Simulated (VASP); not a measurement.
A run of VASP 6.6.1:

Contents of INCAR:

```
PREC = Accurate ; ENCUT = 520
EDIFF = 1E-6 ; ISMEAR = 0
SIGMA = 0.05 ; LREAL = F
LASPH = T ; NELM = 80
ALGO = Normal ; ISIF = 2
LWAVE = F ; LCHARG = F
GGA = PE ; NBANDS = 15
```

KPOINTS

```
regular mesh
0
Gamma
  8 8 8
```

File POSCAR:

```
KCl
1.0
    0.0000000000      3.1031825879      3.1031825879
    3.1031825879      0.0000000000      3.1031825879
    3.1031825879      3.1031825879      0.0000000000
K Cl
1 1
Direct
    0.0000000000      0.0000000000      0.0000000000
    0.5000000000      0.5000000000      0.5000000000
```

Potentials or basis: VASP PAW PBE potentials, release 64 (K_sv, Cl).

Command:

```sh
$ cat potpaw_PBE.64/K_sv/POTCAR potpaw_PBE.64/Cl/POTCAR > POTCAR
$ mpirun -np 1 vasp_std > vasp.out
```

Hardware: 1 thread of AMD EPYC 7R13, on a shared host.

**Question.** How long does it take, and how much memory?

**Answer.** Run time: 56 s on 1 thread of AMD EPYC 7R13, on a shared host, peak memory 0.18 GiB. Counts: scf iterations 13, k points 29.
